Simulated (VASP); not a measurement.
Set up this calculation in VASP 6.6.1, as the native input.

```yaml
Task: single point
Functional: PBE
Potentials_or_basis: VASP PAW PBE potentials, release 64 (Be, Bi_d, Se)
Cutoff: 520 eV
k_mesh: 6 × 6 × 8
Occupations: gaussian, width 0.1 eV
Spin: no spin polarisation
Dipole_correction: no
Further_INCAR_settings: ALGO = Normal; EDIFF = 1e-07; NBANDS = 44
```

The structure of BeBi2Se6 lies in POSCAR:

```
BeBi2Se6
1.0
    7.2742359033      0.0000000000      0.0000000000
   -3.6371179516      6.2996730854      0.0000000000
    0.0000000000      0.0000000000      4.6631937826
Be Bi Se
1 2 6
Direct
    0.0000000000      0.0000000000      0.5000000000
    0.3333333333      0.6666666667      0.6400702963
    0.6666666667      0.3333333333      0.3599297037
    0.8345566272      0.6691132543      0.7615479482
    0.3308867457      0.1654433728      0.7615479482
    0.8345566272      0.1654433728      0.7615479482
    0.1654433728      0.3308867457      0.2384520518
    0.6691132543      0.8345566272      0.2384520518
    0.1654433728      0.8345566272      0.2384520518
```

These files were run (other wordings do the same):

INCAR

```
ALGO = Normal ; EDIFF = 1E-7
ENCUT = 520 ; GGA = PE
ISIF = 2 ; ISMEAR = 0
LASPH = T ; LCHARG = F
LREAL = F ; LWAVE = F
NBANDS = 44 ; NELM = 80
PREC = Accurate ; SIGMA = 0.1
```

KPOINTS

```
k-points
0
Gamma
  6 6 8
```

Potentials or basis: VASP PAW PBE potentials, release 64 (Be, Bi_d, Se).

The run is started by

```sh
$ cat potpaw_PBE.64/Be/POTCAR potpaw_PBE.64/Bi_d/POTCAR potpaw_PBE.64/Se/POTCAR > POTCAR
$ mpirun -np 1 vasp_std > vasp.out
```

It gave:

The pressure is 0.0 GPa, the largest force is 0.019 eV/Å and the band gap on the k mesh is zero (bands 34 and 35 overlap by 1.08 eV).

Caveat: spin-orbit coupling is left out, which moves the levels of the heavy elements.

Wall time 5.5 min on 1 thread of AMD EPYC 9R45 96-Core Processor (Zen 5), with other jobs on the host, peak memory 0.5 GiB.
